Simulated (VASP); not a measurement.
# Co (Fd-3m) in VASP: a series of runs

Co is run at these levels: PBEsol; tasks: single point.

All numbers are computed with VASP 6.6.1; they aren't measurements. Logs are shortened: lines on timing, memory, paths and dates and some standing lists are left out, and cuts for length are marked.

## Step 1: The cell of the first run

It takes space group Fd-3m (No. 227, cubic). The conventional cell has a = 4.627 Å, b = 4.627 Å, c = 4.627 Å, α = 90.00°, β = 90.00°, γ = 90.00°. Within 2.7 Å of Co (site symmetry -43m) lie 4 Co at 2.00 Å.

## Step 2: Single point, PBEsol, collinear spin, ferromagnetic start

INCAR

```
SYSTEM = Co
ALGO = Fast ; EDIFF = 1E-6
ENCUT = 520 ; GGA = PS
ISIF = 2 ; ISMEAR = 0
ISPIN = 2 ; LASPH = .TRUE.
LCHARG = .FALSE. ; LMAXMIX = 4
LORBIT = 11 ; LREAL = .FALSE.
LWAVE = .FALSE. ; MAGMOM = 3 3
NBANDS = 20 ; NELM = 150
PREC = Accurate ; SIGMA = 0.1
```

KPOINTS

```
k-points
0
G
  6 6 6
  0 0 0
```

POSCAR

```
Co
1.0
    0.0000000000      2.3137151500      2.3137151500
    2.3137151500      0.0000000000      2.3137151500
    2.3137151500      2.3137151500      0.0000000000
Co
2
Direct
    0.5000000000      0.5000000000      0.5000000000
    0.7500000000      0.7500000000      0.7500000000
```

Potentials or basis: VASP PAW PBE potentials, release 64 (Co).

The run is started by

```bash
$ cat potpaw_PBE.64/Co/POTCAR > POTCAR
$ mpirun -np 1 vasp_std > vasp.out
```

OUTCAR:

```text
SYSTEM = Co
   EDIFF = 1E-6
   ENCUT = 520
   GGA = PS
   ISIF = 2
   ISMEAR = 0
   ISPIN = 2
   LASPH = .TRUE.
   LORBIT = 11
   LREAL = .FALSE.
   NELM = 150
   PREC = Accurate

 ion  position               nearest neighbor table
   1  0.500  0.500  0.500-   2 2.00   2 2.00   2 2.00   2 2.00
   2  0.750  0.750  0.750-   1 2.00   1 2.00   1 2.00   1 2.00

  LATTYP: Found a face centered cubic cell.
 ALAT       =     4.6274303000

  Lattice vectors:

 A1 = (   0.0000000000,   2.3137151500,   2.3137151500)
 A2 = (   2.3137151500,   0.0000000000,   2.3137151500)
 A3 = (   2.3137151500,   2.3137151500,   0.0000000000)

Analysis of symmetry for initial positions (statically):
=====================================================================
 Subroutine PRICEL returns:
 Original cell was already a primitive cell.

 Routine SETGRP: Setting up the symmetry group for a
 face centered cubic supercell.

 Subroutine GETGRP returns: Found 48 space group operations
 (whereof 24 operations were pure point group operations)
 out of a pool of 48 trial point group operations.

The static configuration has the point symmetry T_d .
 The point group associated with its full space group is O_h .

Analysis of symmetry for dynamics (positions and initial velocities):
=====================================================================
 Subroutine PRICEL returns:
 Original cell was already a primitive cell.

 Routine SETGRP: Setting up the symmetry group for a
 face centered cubic supercell.

 Subroutine GETGRP returns: Found 48 space group operations
 (whereof 24 operations were pure point group operations)
 out of a pool of 48 trial point group operations.

The dynamic configuration has the point symmetry T_d .
 The point group associated with its full space group is O_h .

Analysis of structural, dynamic, and magnetic symmetry:
=====================================================================
 Subroutine PRICEL returns:
 Original cell was already a primitive cell.

 Routine SETGRP: Setting up the symmetry group for a
 face centered cubic supercell.

 Subroutine GETGRP returns: Found 48 space group operations
 (whereof 24 operations were pure point group operations)
 out of a pool of 48 trial point group operations.

The overall configuration has the point symmetry T_d .
 The point group associated with its full space group is O_h .

 Subroutine INISYM returns: Found 48 space group operations
 (whereof 24 operations are pure point group operations),
 and found     1 'primitive' translations

----------------------------------------------------------------------------------------

                                     Primitive cell

  volume of cell :      24.7719

  direct lattice vectors                    reciprocal lattice vectors
     0.000000000  2.313715150  2.313715150    -0.216102661  0.216102661  0.216102661
     2.313715150  0.000000000  2.313715150     0.216102661 -0.216102661  0.216102661
     2.313715150  2.313715150  0.000000000     0.216102661  0.216102661 -0.216102661

  length of vectors
     3.272087345  3.272087345  3.272087345     0.374300788  0.374300788  0.374300788

  position of ions in fractional coordinates (direct lattice)
     0.500000000  0.500000000  0.500000000
     0.750000000  0.750000000  0.750000000

  ion indices of the primitive-cell ions
   primitive index   ion index
                 1           1
                 2           2

----------------------------------------------------------------------------------------

 KPOINTS: k-points

Automatic generation of k-mesh.
 Grid dimensions read from file:
 generate k-points for:    6    6    6

 Generating k-lattice:

  Cartesian coordinates                     Fractional coordinates (reciprocal lattice)
    -0.036017110  0.036017110  0.036017110     0.166666667  0.000000000  0.000000000
     0.036017110 -0.036017110  0.036017110     0.000000000  0.166666667  0.000000000
     0.036017110  0.036017110 -0.036017110     0.000000000  0.000000000  0.166666667

  Length of vectors
     0.062383465  0.062383465  0.062383465

  Shift w.r.t. Gamma in fractional coordinates (k-lattice)
     0.000000000  0.000000000  0.000000000

 Subroutine IBZKPT returns following result:
 ===========================================

 Found     16 irreducible k-points:

 Following reciprocal coordinates:
            Coordinates               Weight
  0.000000  0.000000  0.000000      1.000000
  0.166667  0.000000  0.000000      8.000000
  0.333333  0.000000  0.000000      8.000000
  0.500000  0.000000  0.000000      4.000000
  0.166667  0.166667  0.000000      6.000000
  0.333333  0.166667  0.000000     24.000000
[... 8 lines left out ...]
 -0.333333  0.333333  0.166667     24.000000
 -0.333333  0.500000  0.166667     12.000000
   k-points           NKPTS =     16   k-points in BZ     NKDIM =     16   number of bands    NBANDS=     20
   number of dos      NEDOS =    301   number of ions     NIONS =      2
   total plane-waves  NPLWV =  13824
   dimension x,y,z NGX =    24 NGY =   24 NGZ =   24
   dimension x,y,z NGXF=    48 NGYF=   48 NGZF=   48
   ions per type =               2
   NGX,Y,Z   is equivalent  to a cutoff of  12.19, 12.19, 12.19 a.u.
   NGXF,Y,Z  is equivalent  to a cutoff of  24.39, 24.39, 24.39 a.u.
 SYSTEM =  Co
   PREC   = accura    normal or accurate (medium, high low for compatibility)
   ISTART =      0    job   : 0-new  1-cont  2-samecut
   ICHARG =      2    charge: 1-file 2-atom 10-const
   ISPIN  =      2    spin polarized calculation?
   LNONCOLLINEAR =      F non collinear calculations
   LSORBIT =      F    spin-orbit coupling
   LASPH  =      T    aspherical Exc in radial PAW
   ENCUT  =  520.0 eV  38.22 Ry    6.18 a.u.   6.08  6.08  6.08*2*pi/ulx,y,z
   NELM   =    150;   NELMIN=  2; NELMDL= -5     # of ELM steps
   EDIFF  = 0.1E-05   stopping-criterion for ELM
   LREAL  =      F    real-space projection
   EDIFFG = 0.1E-04   stopping-criterion for IOM
   NSW    =      0    number of steps for IOM
   IBRION =     -1    ionic relax: 0-MD 1-quasi-New 2-CG
   NFREE  =      0    steps in history (QN), initial steepest desc. (CG)
   ISIF   =      2    stress and relaxation
   ISYM   =      2    0-nonsym 1-usesym 2-fastsym
   POTIM  = 0.5000    time-step for ionic-motion
   TEBEG  =    0.0;   TEEND  =   0.0 temperature during run
   PSTRESS=    0.0 pullay stress
   NELECT =      18.0000    total number of electrons
   NUPDOWN=      -1.0000    fix difference up-down
   EMIN   =  10.00;   EMAX   =-10.00  energy-range for DOS
   EFERMI =   0.00;   METHOD = LEGACY
   ISMEAR =     0;   SIGMA  =   0.10  broadening in eV -4-tet -1-fermi 0-gaus
   EFERMI_NEDOS =   21; number of points for ismear=-14 and -15
   IALGO  =     68    algorithm
   IMIX   =      4    mixing-type and parameters
     AMIX     =   0.40;   BMIX     =  1.00
     AMIX_MAG =   1.60;   BMIX_MAG =  1.00
  volume/ion in A,a.u.               =      12.39        83.58
  Fermi-wavevector in a.u.,A,eV,Ry     =   1.471790  2.781279 29.472465  2.166165
  Thomas-Fermi vector in A             =   2.586883
   LORBIT       =     11    0 simple, 1 ext, 2 COOP (PROOUT), +10 PAW based schemes
   GGA     = PS    functional components
   LHFCALC =     F    Hartree Fock is set to
   AEXX    =    0.0000 exact exchange contribution
   IVDW    =     0    specifies the selected vdW correction
   LEPSILON=     F    determine dielectric tensor
   LRPA    =     F    only Hartree local field effects (RPA)
 spin polarized calculation
 RMM-DIIS sequential band-by-band and
 Gauss-broadening in eV      SIGMA  =   0.10
  energy-cutoff  :      520.00
  volume of cell :       24.77
 maximum number of plane-waves:       692
   NGX = 13   NGY = 13   NGZ = 13

 number of electron      17.9999981 magnetization       0.0034697

 Free energy of the ion-electron system (eV)
  ---------------------------------------------------
  ext. energy  EPLUGINS =         0.00000000
  ---------------------------------------------------
  free energy    TOTEN  =       -12.43427387 eV

  energy without entropy =      -12.42151297  energy(sigma->0) =      -12.42789342

 E-fermi :   8.5117     XC(G=0): -12.5236

 val. band max:        8.4316171315   @ k =   0.5000   0.3333   0.1667
 cond. band min:       8.5522262972   @ k =  -0.1667   0.1667   0.0000
 fundamental gap:      0.1206091657
 Fermi energy:         8.5117379446

 spin component 1

 k-point     1 :       0.0000    0.0000    0.0000
  band No.  band energies     occupation
      1       0.5022      1.00000
      2       4.6020      1.00000
      3       4.6020      1.00000
      4       4.9220      1.00000
      5       4.9220      1.00000
      6       4.9220      1.00000
[... 12 lines left out ...]
     19      26.6695      0.00000
     20      28.2043      0.00000

 k-point     2 :       0.1667    0.0000    0.0000
  band No.  band energies     occupation
      1       1.1238      1.00000
      2       4.4141      1.00000
      3       4.4141      1.00000
      4       4.9697      1.00000
      5       5.2418      1.00000
      6       5.2418      1.00000
[... 12 lines left out ...]
     19      26.4943      0.00000
     20      26.9226      0.00000
[... 280 lines left out ...]
      2       3.9245      1.00000
      3       5.1237      1.00000
      4       5.3547      1.00000
      5       5.5575      1.00000
      6       5.9593      1.00000
[... 12 lines left out ...]
     19      31.9680      0.00000
     20      34.2482      0.00000

 k-point    16 :      -0.3333    0.5000    0.1667
  band No.  band energies     occupation
      1       3.7237      1.00000
      2       3.7237      1.00000
      3       5.2819      1.00000
      4       5.2819      1.00000
      5       6.0986      1.00000
      6       6.0986      1.00000
[... 12 lines left out ...]
     19      37.2287      0.00000
     20      37.3736      0.00000
 Fermi energy:         8.5117379446

 spin component 2

 k-point     1 :       0.0000    0.0000    0.0000
  band No.  band energies     occupation
      1       0.5022      1.00000
      2       4.6037      1.00000
      3       4.6037      1.00000
      4       4.9235      1.00000
      5       4.9235      1.00000
      6       4.9235      1.00000
[... 12 lines left out ...]
     19      26.6694      0.00000
     20      28.2044      0.00000

 k-point     2 :       0.1667    0.0000    0.0000
  band No.  band energies     occupation
      1       1.1238      1.00000
      2       4.4156      1.00000
      3       4.4156      1.00000
      4       4.9712      1.00000
      5       5.2435      1.00000
      6       5.2435      1.00000
[... 12 lines left out ...]
     19      26.4946      0.00000
     20      26.9228      0.00000
[... 281 lines left out ...]
      3       5.1253      1.00000
      4       5.3558      1.00000
      5       5.5591      1.00000
      6       5.9608      1.00000
[... 12 lines left out ...]
     19      31.9681      0.00000
     20      34.2487      0.00000

 k-point    16 :      -0.3333    0.5000    0.1667
  band No.  band energies     occupation
      1       3.7250      1.00000
      2       3.7250      1.00000
      3       5.2835      1.00000
      4       5.2835      1.00000
      5       6.1000      1.00000
      6       6.1000      1.00000
[... 12 lines left out ...]
     19      37.2021      0.00000
     20      37.5453      0.00000

------------------------ aborting loop because EDIFF is reached ----------------------------------------

  FORCE on cell =-STRESS in cart. coord.  units (eV):
  Direction    XX          YY          ZZ          XY          YZ          ZX
  --------------------------------------------------------------------------------------
  -------------------------------------------------------------------------------------
  Total        3.8288537      3.8288537      3.8288537      0.0000000     -0.0000000      0.0000000
  in kB      247.6393661    247.6393661    247.6393661      0.0000000     -0.0000000      0.0000000
  external PRESSURE =     247.6393661 kB  Pullay stress =       0.0000000 kB

 VOLUME and BASIS-vectors are now :
 -----------------------------------------------------------------------------
  energy-cutoff  :      520.00
  volume of cell :       24.77
      direct lattice vectors                 reciprocal lattice vectors
     0.000000000  2.313715150  2.313715150    -0.216102661  0.216102661  0.216102661
     2.313715150  0.000000000  2.313715150     0.216102661 -0.216102661  0.216102661
     2.313715150  2.313715150  0.000000000     0.216102661  0.216102661 -0.216102661

 POSITION                                       TOTAL-FORCE (eV/Angst)
 -----------------------------------------------------------------------------------
      2.31372      2.31372      2.31372        -0.000000      0.000000      0.000000
      3.47057      3.47057      3.47057         0.000000     -0.000000     -0.000000
 -----------------------------------------------------------------------------------
    total drift:                               -0.000000      0.000000      0.000000

  FREE ENERGIE OF THE ION-ELECTRON SYSTEM (eV)
  ---------------------------------------------------
  free  energy   TOTEN  =       -12.4342738720 eV

  energy  without entropy=      -12.4215129743  energy(sigma->0) =      -12.42789342

 total charge

# of ion       s       p       d       tot
------------------------------------------
    1        0.624   0.534   7.506   8.665
    2        0.624   0.534   7.506   8.665
--------------------------------------------------
tot          1.248   1.069  15.013  17.329

 magnetization (x)

# of ion       s       p       d       tot
------------------------------------------
    1       -0.000  -0.000   0.001   0.001
    2       -0.000  -0.000   0.001   0.001
--------------------------------------------------
tot         -0.000  -0.000   0.003   0.002
```

It took 11 s on 1 thread of Intel Xeon 6975P-C (Granite Rapids), shared host; peak memory 0.15 GiB.

What came out:

```yaml
Free_energy: -12.4343 eV
Pressure: 24.8 GPa
Band_gap_on_the_k_mesh: zero (filled and empty bands overlap)
Net_moment: 0.00 μB per cell
Valence_electrons_inside_the_program's_atomic_spheres: Co 8.66
```

Caveat: the k points lie up to 0.39 Å⁻¹ apart; the starting moments collapsed, and a magnetic state may lie lower; the PAW data sets were made with another functional, which shifts forces and pressure a little.

## Step 3: Single point, PBEsol

This run uses another cell than the first one, of 14.20 Å³/atom, 1.146 times its volume.

INCAR

```
  PREC = Accurate
  ENCUT = 520
  EDIFF = 1E-6
  ISMEAR = 0
  SIGMA = 0.1
  LREAL = F
  LASPH = T
  NELM = 80
  ALGO = Normal
  ISIF = 2
  LWAVE = F
  LCHARG = F
  GGA = PS
  NBANDS = 16
```

KPOINTS

```
regular mesh
0
Gamma
  20 20 20
```

POSCAR

```
Co
1.0
    0.0000000000      2.4212905542      2.4212905542
    2.4212905542      0.0000000000      2.4212905542
    2.4212905542      2.4212905542      0.0000000000
Co
2
Direct
    0.0000000000      0.0000000000      0.0000000000
    0.2500000000      0.2500000000      0.2500000000
```

Potentials or basis: VASP PAW PBE potentials, release 64 (Co).

The run is started by

```bash
$ cat potpaw_PBE.64/Co/POTCAR > POTCAR
$ mpirun -np 1 vasp_std > vasp.out
```

Wall time 57 s (1 thread of Intel Xeon 6975P-C (Granite Rapids), shared host); peak memory 0.23 GiB.

The run converged. Its results:

- Free energy: -12.6474 eV
- Pressure: -1.4 GPa
- Band gap on the k mesh: zero (band 9 reaches 7.19 eV, above the bottom of band 10 at 6.31 eV)

Levels at points of the mesh, in eV from the Fermi level:
```tsv
k point	band 5	band 6	band 7	band 8	band 9	band 10	band 11	band 12	band 13	band 14
(0.00, 0.00, 0.00)	-3.05	-3.05	-1.13	-1.13	-1.13	0.31	0.31	13.72	13.72	13.72
(0.50, 0.00, 0.00)	-3.06	-3.06	-1.62	-0.63	-0.63	0.08	0.08	1.55	10.06	10.06
(0.50, 0.50, 0.00)	-2.10	-2.10	-1.42	-1.42	0.26	0.26	1.93	1.93	4.99	4.99
```

Caveat: the PAW data sets were made with another functional, which shifts forces and pressure a little; the run has no spin polarisation, though such a crystal can be magnetic. Spin polarisation is off, so any magnetic state and its effect on volume and gap are missing.
